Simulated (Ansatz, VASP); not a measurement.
## Two plane-wave programs on B3As4

```xyz
7
Lattice="4.6214 0.0000 0.0000 0.0000 4.6214 0.0000 0.0000 0.0000 4.6214" Properties=species:S:1:pos:R:3 pbc="T T T"
B     2.3107    0.0000    2.3107
B     0.0000    2.3107    2.3107
B     2.3107    2.3107    0.0000
As    3.5012    3.5012    1.1202
As    1.1202    1.1202    1.1202
As    3.5012    1.1202    3.5012
As    1.1202    3.5012    3.5012
```

Alike in both runs: functional PBE; k mesh 6 × 6 × 6; occupations gaussian, width 0.1 eV; no spin polarisation.

Ansatz relaxed the structure, and its values are those at the end. VASP's run is a single point on that final structure, the one shown.

|  | VASP | Ansatz |
| --- | --- | --- |
| version | VASP 6.6.1 | Ansatz 0.2.0 |
| potentials or method | VASP PAW PBE potentials, release 64 (B, As), cutoff 500 eV | scalar-relativistic, plane waves, PAW |
| valence electrons in the cell | 29 | 69 |

|  | VASP | Ansatz | Ansatz less VASP |
| --- | --- | --- | --- |
| gap on the k mesh at the Fermi level (eV) | none | none | - |
| pressure (GPa) | 11.1 | 10.5 | -0.68 |
| rms of the force components (eV/Å) | 0.026 | 0.000 | -0.0255 |

A gap of «none» marks a metal or a gap that the smearing closes. With one functional, cell and mesh, what is left measures potentials, basis and numerics. VASP's potentials hold 29 valence electrons a cell and Ansatz's 69, so a difference there can come from the potentials and not from the codes. Ansatz's warnings: stress scf threshold loose.
